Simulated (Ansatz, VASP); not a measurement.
## NiO: VASP beside Ansatz

Contents of INCAR:

```
ALGO = Normal
EDIFF = 1E-6
ENCUT = 600
GGA = PE
GGA_COMPAT = F
ISIF = 2
ISMEAR = 0
ISPIN = 2
LASPH = T
LCHARG = F
LDAU = T
LDAUJ = 0 0
LDAUL = 2 -1
LDAUPRINT = 1
LDAUTYPE = 2
LDAUU = 6.2 0
LMAXMIX = 4
LORBIT = 11
LREAL = F
LWAVE = F
MAGMOM = 2 -2 0 0
NBANDS = 36
NELM = 200
PREC = Accurate
SIGMA = 0.05
```

Contents of KPOINTS:

```
k-points
0
Gamma
  5 5 3
```

File POSCAR:

```
NiO
1.0
    0.0000000000      2.1337896542     -2.1337896542
    0.0000000000      2.1337896542      2.1337896542
    4.2675793084      0.0000000000      0.0000000000
Ni O
2 2
Direct
    0.0000000000      0.0000000000      0.0000000000
    0.5000000000      0.5000000000      0.5000000000
    0.0000000000      1.0000000000      0.5000000000
    0.5000000000      1.5000000000      1.0000000000
```

Input for Ansatz:

```yaml
crystal:
  lattice:
    - [0.0, 2.1337896542, -2.1337896542]
    - [0.0, 2.1337896542, 2.1337896542]
    - [4.2675793084, 0.0, 0.0]
  atoms:
    - { symbol: Ni, position: [0.0, 0.0, 0.0], spin: 2.0 }
    - { symbol: O, position: [0.0, 1.0, 0.5] }
    - { symbol: Ni, position: [0.5, 0.5, 0.5], spin: -2.0 }
    - { symbol: O, position: [0.5, 1.5, 1.0] }
basis:
  ecutwfc: 420
  ecutrho_ratio: 4
kpoints:
  mp_grid: { grid: [5, 5, 3] }
hamiltonian:
  xc: pbe
  hubbard: { sites: [{ species: Ni, l: d, u_eff: 6.2 }] }
scf:
  occupations: { method: gaussian, width: 0.05 }
output:
  forces: true
  stress: true
  eigenvalues: true
  populations: true
  hubbard: { sites: [{ species: Ni, l: d }] }
magnetization:
  spin_polarized: true
```

Alike in both runs: task single point; functional PBE; k mesh 5 × 5 × 3; occupations gaussian, width 0.05 eV; collinear spin; Hubbard terms Ni d U = 6.2 eV.

|  | VASP | Ansatz |
| --- | --- | --- |
| version | VASP 6.6.1 | Ansatz 0.2.0 |
| potentials or method | VASP PAW PBE potentials, release 64 (Ni_sv_GW, O), cutoff 600 eV | scalar-relativistic, plane waves, PAW |
| valence electrons in the cell | 48 | 48 |

VASP gave:

* gap on the k mesh at the Fermi level (eV): 2.27
* least direct gap on the mesh (eV): 3.47
* pressure (GPa): -3.6
* net moment per atom (μB): 0.00
* size of the moment on the site where the two differ most (μB): 1.80

Task: Which values does Ansatz return?

Result: gap on the k mesh at the Fermi level (eV): 2.23; least direct gap on the mesh (eV): 3.15; pressure (GPa): 0.2; net moment per atom (μB): 0.00; size of the moment on the site where the two differ most (μB): 1.74.

Site moments also hang on the region over which each program counts them. The programs project onto different local orbitals, so the same U acts differently, and such runs can settle in different states.

The k mesh is coarse, so the values compare programs but aren't converged.
